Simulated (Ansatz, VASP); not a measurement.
**Ag in VASP and in Ansatz**

The input INCAR:

```
SYSTEM = Ag
PREC = Accurate
ENCUT = 520
EDIFF = 1E-7
ISMEAR = 0
SIGMA = 0.15
LREAL = .False.
LASPH = .True.
NELM = 60
ALGO = Fast
ISIF = 2
LWAVE = .False.
LCHARG = .True.
GGA = PS
LELF = .True.
LVHAR = .True.
NBANDS = 12
```

KPOINTS

```
regular mesh
0
Gamma
  20 20 20
  0 0 0
```

POSCAR

```
Ag
1.0
   -1.6556540000      1.6556540000      1.8728758048
    1.6556540000     -1.6556540000      1.8728758048
    1.6556540000      1.6556540000     -1.8728758048
Ag
1
Direct
    0.0000000000      0.0000000000      0.0000000000
```

Input for Ansatz:

```yaml
crystal:
  lattice:
    - [-1.655654, 1.655654, 1.8728758048]
    - [1.655654, -1.655654, 1.8728758048]
    - [1.655654, 1.655654, -1.8728758048]
  atoms:
    - { symbol: Ag, position: [0.0, 0.0, 0.0] }
basis:
  ecutwfc: 420
kpoints:
  mp_grid: { grid: [20, 20, 20] }
hamiltonian:
  xc: pbesol
scf:
  occupations: { method: gaussian, width: 0.15 }
output:
  forces: true
  stress: true
  eigenvalues: true
```

Change from the starting cell: strain +0.1312 x Voigt [0, 0, 1, 0, 0, 0], atoms carried along.

Alike in both runs: task single point; functional PBEsol; k mesh 20 × 20 × 20; occupations gaussian, width 0.15 eV; no spin polarisation.

```csv
,VASP,Ansatz
version,VASP 6.6.1,Ansatz 0.2.0
potentials or method,"VASP PAW PBE potentials, release 64 (Ag), cutoff 520 eV","scalar-relativistic, plane waves, PAW"
valence electrons in the cell,11,19
```

Ansatz gave:

- gap on the k mesh at the Fermi level (eV): none
- pressure (GPa): -13.2
- traceless stress, the component that is largest in VASP (GPa): 0.69

Question: Which values does VASP return?

Answer: gap on the k mesh at the Fermi level (eV): none; pressure (GPa): -13.1; traceless stress, the component that is largest in VASP (GPa): 0.69.

VASP's potentials were made for PBE, not for PBEsol. A gap of «none» marks a metal or a gap that the smearing closes. VASP's potentials hold 11 valence electrons a cell and Ansatz's 19, so a difference there can come from the potentials and not from the codes.
